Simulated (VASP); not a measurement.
# Sc (Fm-3m) in VASP: notebook

The runs below take Sc through single point, relaxation of cell and atoms, with BLYP.

Everything below comes from runs of VASP 6.6.1. Logs are shortened: lines on timing, memory, paths and dates and some standing lists are left out, and cuts for length are marked.

## (1) The cell of the first run

Symmetry: Fm-3m, No. 225, cubic system. The conventional cell has a = 4.707 Å, b = 4.707 Å, c = 4.707 Å, α = 90.00°, β = 90.00°, γ = 90.00°. Within 4.4 Å of Sc (site symmetry m-3m) lie 12 Sc at 3.33 Å.

This isn't the form of Sc at room conditions, which is hcp.

## (2) Single point, BLYP (26.07 Å³/atom)

The input, INCAR:

```
SYSTEM = Sc
PREC = Accurate
ENCUT = 520
EDIFF = 1E-7
ISMEAR = -1
SIGMA = 0.1
LREAL = .FALSE.
LASPH = .TRUE.
NELM = 100
ALGO = Normal
ISIF = 2
LWAVE = .FALSE.
LCHARG = .TRUE.
GGA = B5
ALDAX = 1.0
AGGAX = 1.0
AGGAC = 1.0
ALDAC = 0.0
LELF = .TRUE.
LVHAR = .TRUE.
NBANDS = 12
```

The input, KPOINTS:

```
Automatic mesh
0
G
  13 13 13
  0 0 0
```

The input, POSCAR:

```
Sc
1.0
    0.0000000000      2.3535850674      2.3535850674
    2.3535850674      0.0000000000      2.3535850674
    2.3535850674      2.3535850674      0.0000000000
Sc
1
Direct
    0.0000000000      0.0000000000      0.0000000000
```

Potentials or basis: VASP PAW PBE potentials, release 64 (Sc_sv).

Launch:

```bash
$ cat potpaw_PBE.64/Sc_sv/POTCAR > POTCAR
$ mpirun -np 1 vasp_std > vasp.out
```

OUTCAR:

```text
SYSTEM = Sc
   PREC = Accurate
   ENCUT = 520
   EDIFF = 1E-7
   ISMEAR = -1
   LREAL = .FALSE.
   LASPH = .TRUE.
   NELM = 100
   ISIF = 2
   GGA = B5

 ion  position               nearest neighbor table
   1  0.000  0.000  0.000-

  LATTYP: Found a face centered cubic cell.
 ALAT       =     4.7071701348

  Lattice vectors:

 A1 = (   0.0000000000,   2.3535850674,   2.3535850674)
 A2 = (   2.3535850674,   0.0000000000,   2.3535850674)
 A3 = (   2.3535850674,   2.3535850674,   0.0000000000)

Analysis of symmetry for initial positions (statically):
=====================================================================
 Subroutine PRICEL returns:
 Original cell was already a primitive cell.

 Routine SETGRP: Setting up the symmetry group for a
 face centered cubic supercell.

 Subroutine GETGRP returns: Found 48 space group operations
 (whereof 48 operations were pure point group operations)
 out of a pool of 48 trial point group operations.

The static configuration has the point symmetry O_h .

Analysis of symmetry for dynamics (positions and initial velocities):
=====================================================================
 Subroutine PRICEL returns:
 Original cell was already a primitive cell.

 Routine SETGRP: Setting up the symmetry group for a
 face centered cubic supercell.

 Subroutine GETGRP returns: Found 48 space group operations
 (whereof 48 operations were pure point group operations)
 out of a pool of 48 trial point group operations.

The dynamic configuration has the point symmetry O_h .

 Subroutine INISYM returns: Found 48 space group operations
 (whereof 48 operations are pure point group operations),
 and found     1 'primitive' translations

----------------------------------------------------------------------------------------

                                     Primitive cell

  volume of cell :      26.0747

  direct lattice vectors                    reciprocal lattice vectors
     0.000000000  2.353585067  2.353585067    -0.212441865  0.212441865  0.212441865
     2.353585067  0.000000000  2.353585067     0.212441865 -0.212441865  0.212441865
     2.353585067  2.353585067  0.000000000     0.212441865  0.212441865 -0.212441865

  length of vectors
     3.328471923  3.328471923  3.328471923     0.367960103  0.367960103  0.367960103

  position of ions in fractional coordinates (direct lattice)
     0.000000000  0.000000000  0.000000000

  ion indices of the primitive-cell ions
   primitive index   ion index
                 1           1

[... 79 lines left out ...]
   POTIM  = 0.5000    time-step for ionic-motion
   TEBEG  =    0.0;   TEEND  =   0.0 temperature during run
   PSTRESS=    0.0 pullay stress
   NELECT =      11.0000    total number of electrons
   NUPDOWN=      -1.0000    fix difference up-down
   EMIN   =  10.00;   EMAX   =-10.00  energy-range for DOS
   EFERMI =   0.00;   METHOD = LEGACY
   ISMEAR =    -1;   SIGMA  =   0.10  broadening in eV -4-tet -1-fermi 0-gaus
   EFERMI_NEDOS =   21; number of points for ismear=-14 and -15
   IALGO  =     38    algorithm
   IMIX   =      4    mixing-type and parameters
     AMIX     =   0.40;   BMIX     =  1.00
     AMIX_MAG =   1.60;   BMIX_MAG =  1.00
  volume/ion in A,a.u.               =      26.07       175.96
  Fermi-wavevector in a.u.,A,eV,Ry     =   1.227814  2.320232 20.511145  1.507527
  Thomas-Fermi vector in A             =   2.362763
   LORBIT       =      0    0 simple, 1 ext, 2 COOP (PROOUT), +10 PAW based schemes
   GGA     = B5    functional components
   LHFCALC =     F    Hartree Fock is set to
   AEXX    =    0.0000 exact exchange contribution
   IVDW    =     0    specifies the selected vdW correction
   LEPSILON=     F    determine dielectric tensor
   LRPA    =     F    only Hartree local field effects (RPA)
 non-spin polarized calculation
  energy-cutoff  :      520.00
  volume of cell :       26.07
 maximum number of plane-waves:       725
 NGX is ok and might be reduce to    28
   NGX = 13   NGY = 13   NGZ = 13

 number of electron      11.0000001 magnetization

 Free energy of the ion-electron system (eV)
  ---------------------------------------------------
  ext. energy  EPLUGINS =         0.00000000
  ---------------------------------------------------
  free energy    TOTEN  =        -5.31547950 eV

  energy without entropy =       -5.24761164  energy(sigma->0) =       -5.28154557

 E-fermi :   3.8573     XC(G=0):  -9.1704

 val. band max:        3.8482053643   @ k =  -0.4615   0.3077   0.1538
 cond. band min:       3.8599731534   @ k =   0.4615   0.1538   0.0000
 fundamental gap:      0.0117677891
 Fermi energy:         3.8573269761

 k-point     1 :       0.0000    0.0000    0.0000
  band No.  band energies     occupation
      1     -45.5686      2.00000
      2     -24.1603      2.00000
      3     -24.1603      2.00000
      4     -24.1603      2.00000
      5      -1.1152      2.00000
      6       5.2537      0.00000
      7       5.2537      0.00000
      8       5.2537      0.00000
      9       6.5067      0.00000
     10       6.5067      0.00000
     11      16.1719      0.00000
     12      19.3299      0.00000
[... 331 lines left out ...]
 k-point    24 :       0.4615    0.1538    0.0000
  band No.  band energies     occupation
      1     -45.5201      2.00000
      2     -24.4449      2.00000
      3     -24.2393      2.00000
      4     -24.2208      2.00000
      5       2.2323      2.00000
      6       3.8600      0.98677
      7       4.8784      0.00007
      8       5.5676      0.00000
      9       7.3458      0.00000
     10       7.4614      0.00000
     11      10.6603      0.00000
     12      15.4695      0.00000

 [... further k-points ...]

------------------------ aborting loop because EDIFF is reached ----------------------------------------

  FORCE on cell =-STRESS in cart. coord.  units (eV):
  Direction    XX          YY          ZZ          XY          YZ          ZX
  --------------------------------------------------------------------------------------
  -------------------------------------------------------------------------------------
  Total       -0.2914858     -0.2914858     -0.2914858      0.0000000      0.0000000      0.0000000
  in kB      -17.9105264    -17.9105264    -17.9105264      0.0000000      0.0000000      0.0000000
  external PRESSURE =     -17.9105264 kB  Pullay stress =       0.0000000 kB

 VOLUME and BASIS-vectors are now :
 -----------------------------------------------------------------------------
  energy-cutoff  :      520.00
  volume of cell :       26.07
      direct lattice vectors                 reciprocal lattice vectors
     0.000000000  2.353585067  2.353585067    -0.212441865  0.212441865  0.212441865
     2.353585067  0.000000000  2.353585067     0.212441865 -0.212441865  0.212441865
     2.353585067  2.353585067  0.000000000     0.212441865  0.212441865 -0.212441865

 POSITION                                       TOTAL-FORCE (eV/Angst)
 -----------------------------------------------------------------------------------
      0.00000      0.00000      0.00000         0.000000      0.000000      0.000000
 -----------------------------------------------------------------------------------
    total drift:                               -0.000000      0.000000      0.000000

  FREE ENERGIE OF THE ION-ELECTRON SYSTEM (eV)
  ---------------------------------------------------
  free  energy   TOTEN  =        -5.3154795049 eV

  energy  without entropy=       -5.2476116427  energy(sigma->0) =       -5.28154557
```

Run time: 34 s. Hardware: 1 thread of AMD EPYC 7R13 (Zen 3), shared host; peak memory 0.14 GiB.

Results:

- Free energy: -5.3155 eV
- Pressure: -1.8 GPa
- Band gap on the k mesh: zero (an odd number of electrons rules out a gap without spin polarisation)

Caveat: the PAW data sets were made with another functional, which shifts forces and pressure a little.

## (3) Single point, BLYP (27.08 Å³/atom)

This run uses another cell than the first one, of 27.08 Å³/atom.

The input, INCAR:

```
PREC = Accurate
ENCUT = 520
EDIFF = 1E-7
ISMEAR = -1
SIGMA = 0.1
LREAL = False
LASPH = True
NELM = 100
ALGO = Normal
ISIF = 2
LWAVE = False
LCHARG = True
GGA = B5
ALDAX = 1.0
AGGAX = 1.0
AGGAC = 1.0
ALDAC = 0.0
LELF = True
LVHAR = True
NBANDS = 12
```

The input, KPOINTS:

```
Automatic mesh
0
Gamma
  13 13 13
```

The input, POSCAR:

```
Sc
1.0
    0.0000000000      2.3833804465      2.3833804465
    2.3833804465      0.0000000000      2.3833804465
    2.3833804465      2.3833804465      0.0000000000
Sc
1
Direct
    0.0000000000      0.0000000000      0.0000000000
```

Potentials or basis: VASP PAW PBE potentials, release 64 (Sc_sv).

Launch:

```bash
$ cat potpaw_PBE.64/Sc_sv/POTCAR > POTCAR
$ mpirun -np 1 vasp_std > vasp.out
```

Wall time 34 s (1 thread of AMD EPYC 7R13 (Zen 3), shared host); peak memory 0.14 GiB.

It converged, with:

```yaml
Free_energy: -5.2998 eV
Pressure: -3.3 GPa
Band_gap_on_the_k_mesh: zero (an odd number of electrons rules out a gap without spin polarisation)
```

Levels at points of the mesh, in eV from the Fermi level:
| k point | band 1 | band 2 | band 3 | band 4 | band 5 | band 6 | band 7 | band 8 | band 9 | band 10 |
| --- | --- | --- | --- | --- | --- | --- | --- | --- | --- | --- |
| (0.00, 0.00, 0.00) | -49.52 | -28.13 | -28.13 | -28.13 | -4.90 | 1.34 | 1.34 | 1.34 | 2.54 | 2.54 |

Caveat: the cell stands under tension; the PAW data sets were made with another functional, which shifts forces and pressure a little.

## (4) Single point, BLYP (28.08 Å³/atom)

This run uses another cell than the first one, of 28.08 Å³/atom.

The input, INCAR:

```
SYSTEM = Sc
PREC     = Accurate       ! precision mode
ENCUT    = 520            ! plane-wave cutoff, eV
EDIFF    = 1E-7           ! SCF threshold, eV
ISMEAR   = -1             ! smearing method
SIGMA    = 0.1            ! smearing width, eV
LREAL    = .False.        ! projectors in reciprocal space
LASPH    = .True.         ! aspherical terms in the spheres
NELM     = 100            ! most SCF steps
ALGO     = Normal         ! electronic algorithm
ISIF     = 2              ! what is computed and relaxed
LWAVE    = .False.        ! write WAVECAR
LCHARG   = .False.        ! write CHGCAR
GGA      = B5             ! functional
ALDAX    = 1.0          
AGGAX    = 1.0          
AGGAC    = 1.0          
ALDAC    = 0.0          
NBANDS   = 12             ! bands
```

The input, KPOINTS:

```
Automatic mesh
0
Gamma
  13 13 13
  0 0 0
```

The input, POSCAR:

```
Sc
1.0
    0.0000000000      2.4124489265      2.4124489265
    2.4124489265      0.0000000000      2.4124489265
    2.4124489265      2.4124489265      0.0000000000
Sc
1
Direct
    0.0000000000      0.0000000000      0.0000000000
```

Launch:

```bash
$ cat potpaw_PBE.64/Sc_sv/POTCAR > POTCAR
$ mpirun -np 1 vasp_std > vasp.out
```

It took 31 s on 1 thread of AMD EPYC 7R13 (Zen 3), shared host; peak memory 0.14 GiB.

It converged, with:

| Quantity | Value |
| --- | --- |
| Free energy | -5.2754 eV |
| Pressure | -4.6 GPa |
| Band gap on the k mesh | zero (an odd number of electrons rules out a gap without spin polarisation) |

Levels at points of the mesh, in eV from the Fermi level:
| k point | band 1 | band 2 | band 3 | band 4 | band 5 | band 6 | band 7 | band 8 | band 9 | band 10 |
| --- | --- | --- | --- | --- | --- | --- | --- | --- | --- | --- |
| (0.00, 0.00, 0.00) | -49.61 | -28.23 | -28.23 | -28.23 | -4.82 | 1.29 | 1.29 | 1.29 | 2.43 | 2.43 |

Caveat: the cell stands under tension; the PAW data sets were made with another functional, which shifts forces and pressure a little.

## (5) Relaxation of cell and atoms, BLYP

This run uses another cell than the first one, of 25.00 Å³/atom.

The input, INCAR:

```
SYSTEM = Sc
PREC = Accurate ; ENCUT = 600
EDIFF = 1E-7 ; ISMEAR = -1
SIGMA = 0.1 ; LREAL = .False.
LASPH = .True. ; NELM = 100
ALGO = Normal ; ISIF = 3
LWAVE = .False. ; LCHARG = .False.
GGA = B5 ; ALDAX = 1.0
AGGAX = 1.0 ; AGGAC = 1.0
ALDAC = 0.0 ; IBRION = 2
NSW = 80 ; EDIFFG = -0.01
```

The input, KPOINTS:

```
Automatic mesh
0
Gamma
  12 12 12
  0 0 0
```

The input, POSCAR:

```
Sc
1.0
    0.0000000000      2.3208600778      2.3208600778
    2.3208600778      0.0000000000      2.3208600778
    2.3208600778      2.3208600778      0.0000000000
Sc
1
Direct
    0.0000000000      0.0000000000      0.0000000000
```

Launch:

```bash
$ cat potpaw_PBE.64/Sc_sv/POTCAR > POTCAR
$ mpirun -np 1 vasp_std > vasp.out
```

It took 40 s on 1 thread of AMD EPYC 7R13 (Zen 3), shared host; peak memory 0.14 GiB.

It converged, with:

```
Free energy                           : -5.3207 eV
Relaxed volume                        : 25.11 Å³/atom
Relaxed cell                          : a = 3.287 Å, b = 3.287 Å, c = 3.287 Å, α = 60.00°, β = 60.00°, γ = 60.00°
Space group after relaxing (to 0.1 Å) : Fm-3m (No. 225)
Energy gained by relaxing             : 0.1 meV/atom
Ionic steps                           : 2
Pressure after relaxing               : 0.0 GPa
Band gap on the k mesh                : zero (an odd number of electrons rules out a gap without spin polarisation)
```

Final structure:
```yaml
crystal:
  lattice:
    - [0.00000, 2.32408, 2.32408]
    - [2.32408, 0.00000, 2.32408]
    - [2.32408, 2.32408, 0.00000]
  atoms:
    - { symbol: Sc, position: [0.00000, 0.00000, 0.00000] }
```

Levels at points of the mesh, in eV from the Fermi level:
| k point | band 3 | band 4 | band 5 | band 6 | band 7 | band 8 |
| --- | --- | --- | --- | --- | --- | --- |
| (0.00, 0.00, 0.00) | -27.91 | -27.91 | -5.05 | 1.45 | 1.45 | 1.45 |
| (0.50, 0.00, 0.00) | -27.96 | -27.96 | -1.74 | 0.35 | 1.35 | 1.35 |
| (0.50, 0.50, 0.00) | -28.04 | -28.04 | -1.48 | -0.66 | 1.99 | 3.62 |

Caveat: the PAW data sets were made with another functional, which shifts forces and pressure a little.

## (6) Single point, BLYP

This run uses another cell than the first one, of 25.07 Å³/atom.

The input, INCAR:

```
AGGAC = 1.0
AGGAX = 1.0
ALDAC = 0.0
ALDAX = 1.0
ALGO = Normal
EDIFF = 1E-6
ENCUT = 520
GGA = B5
ISIF = 2
ISMEAR = -1
LASPH = T
LCHARG = F
LREAL = F
LWAVE = F
NBANDS = 12
NELM = 60
PREC = Accurate
SIGMA = 0.1
```

The input, KPOINTS:

```
k-points
0
Gamma
  19 19 19
```

The input, POSCAR:

```
Sc
1.0
    0.0000000000      2.3230155675      2.3230155675
    2.3230155675      0.0000000000      2.3230155675
    2.3230155675      2.3230155675      0.0000000000
Sc
1
Direct
    0.0000000000      0.0000000000      0.0000000000
```

Potentials or basis: VASP PAW PBE potentials, release 64 (Sc_sv).

Launch:

```bash
$ cat potpaw_PBE.64/Sc_sv/POTCAR > POTCAR
$ mpirun -np 1 vasp_std > vasp.out
```

OUTCAR:

```text
EDIFF = 1E-6
   ENCUT = 520
   GGA = B5
   ISIF = 2
   ISMEAR = -1
   LASPH = T
   LREAL = F
   NELM = 60
   PREC = Accurate

 ion  position               nearest neighbor table
   1  0.000  0.000  0.000-

  LATTYP: Found a face centered cubic cell.
 ALAT       =     4.6460311350

  Lattice vectors:

 A1 = (   0.0000000000,   2.3230155675,   2.3230155675)
 A2 = (   2.3230155675,   0.0000000000,   2.3230155675)
 A3 = (   2.3230155675,   2.3230155675,   0.0000000000)

Analysis of symmetry for initial positions (statically):
=====================================================================
 Subroutine PRICEL returns:
 Original cell was already a primitive cell.

 Routine SETGRP: Setting up the symmetry group for a
 face centered cubic supercell.

 Subroutine GETGRP returns: Found 48 space group operations
 (whereof 48 operations were pure point group operations)
 out of a pool of 48 trial point group operations.

The static configuration has the point symmetry O_h .

Analysis of symmetry for dynamics (positions and initial velocities):
=====================================================================
 Subroutine PRICEL returns:
[... 166 lines left out ...]
      4     -23.8163      2.00000
      5      -0.9624      2.00000
      6       5.5350      0.00000
      7       5.5350      0.00000
      8       5.5350      0.00000
      9       6.8557      0.00000
     10       6.8557      0.00000
     11      16.6121      0.00000
     12      19.9306      0.00000
[... 331 lines left out ...]
 k-point    24 :      -0.2632    0.0526    0.0000
  band No.  band energies     occupation
      1     -45.2103      2.00000
      2     -24.0418      2.00000
      3     -23.8575      2.00000
      4     -23.8423      2.00000
      5       0.8421      2.00000
      6       4.6235      0.00916
      7       5.6558      0.00000
      8       5.7445      0.00000
      9       6.8442      0.00000
     10       7.2091      0.00000
     11      13.6879      0.00000
     12      16.9304      0.00000

 [... further k-points ...]

------------------------ aborting loop because EDIFF is reached ----------------------------------------

  FORCE on cell =-STRESS in cart. coord.  units (eV):
  Direction    XX          YY          ZZ          XY          YZ          ZX
  --------------------------------------------------------------------------------------
  -------------------------------------------------------------------------------------
  Total       -0.0001792     -0.0001792     -0.0001792      0.0000000      0.0000000     -0.0000000
  in kB       -0.0114515     -0.0114515     -0.0114515      0.0000000      0.0000000     -0.0000000
  external PRESSURE =      -0.0114515 kB  Pullay stress =       0.0000000 kB

 VOLUME and BASIS-vectors are now :
 -----------------------------------------------------------------------------
  energy-cutoff  :      520.00
  volume of cell :       25.07
      direct lattice vectors                 reciprocal lattice vectors
     0.000000000  2.323015568  2.323015568    -0.215237473  0.215237473  0.215237473
     2.323015568  0.000000000  2.323015568     0.215237473 -0.215237473  0.215237473
     2.323015568  2.323015568  0.000000000     0.215237473  0.215237473 -0.215237473

 POSITION                                       TOTAL-FORCE (eV/Angst)
 -----------------------------------------------------------------------------------
      0.00000      0.00000      0.00000         0.000000      0.000000     -0.000000
 -----------------------------------------------------------------------------------
    total drift:                               -0.000000     -0.000000     -0.000000

  FREE ENERGIE OF THE ION-ELECTRON SYSTEM (eV)
  ---------------------------------------------------
  free  energy   TOTEN  =        -5.3209352864 eV

  energy  without entropy=       -5.2565250276  energy(sigma->0) =       -5.28873016
```

stdout:

```text
POSCAR found type information on POSCAR Sc
 POSCAR found :  1 types and       1 ions
 scaLAPACK will be used
 -----------------------------------------------------------------------------
|                                                                             |
|                                                                             |
|     You enforced a specific xc type in the INCAR file but a different       |
|     I HOPE YOU KNOW WHAT YOU ARE DOING!                                     |
|                                                                             |
 -----------------------------------------------------------------------------

 LDA part: xc-table for (Slater(with rela. corr.)+VWN5), standard interpolation
 POSCAR, INCAR and KPOINTS ok, starting setup
 FFT: planning ... GRIDC
 FFT: planning ... GRID_SOFT
 FFT: planning ... GRID
 WAVECAR not read
 entering main loop
```

Wall time 40 s (1 thread of AMD EPYC 7R13 (Zen 3), shared host); peak memory 0.15 GiB.

What came out:

* Free energy: -5.3209 eV
* Pressure: 0.0 GPa
* Band gap on the k mesh: zero (an odd number of electrons rules out a gap without spin polarisation)

Caveat: the PAW data sets were made with another functional, which shifts forces and pressure a little.

## (7) Overview

| task | cell | k mesh | cutoff (eV) | gap on the mesh (eV) | pressure (GPa) |
| --- | --- | --- | --- | --- | --- |
| single point | a = 3.328 Å, angles 60.0°, 1 atom | 13 × 13 × 13 | 520 | none | -1.8 |
| single point | a = 3.371 Å, angles 60.0°, 1 atom | 13 × 13 × 13 | 520 | none | -3.3 |
| single point | a = 3.412 Å, angles 60.0°, 1 atom | 13 × 13 × 13 | 520 | none | -4.6 |
| relaxation of cell and atoms | relaxed from a = 3.282 Å, angles 60.0°, 1 atom | 12 × 12 × 12 | 600 | none | 0.0 |
| single point | a = 3.285 Å, angles 60.0°, 1 atom | 19 × 19 × 19 | 520 | none | 0.0 |

Alike in all rows: level BLYP; potentials or basis VASP PAW PBE potentials, release 64 (Sc_sv); no spin polarisation; smearing fermi-dirac 0.1 eV.

Caveats: the PAW data sets were made with another functional, which shifts forces and pressure a little; the cell stands under tension (at least some runs).

Total energies depend on the potentials used, so only differences within one code and one set of settings carry meaning.
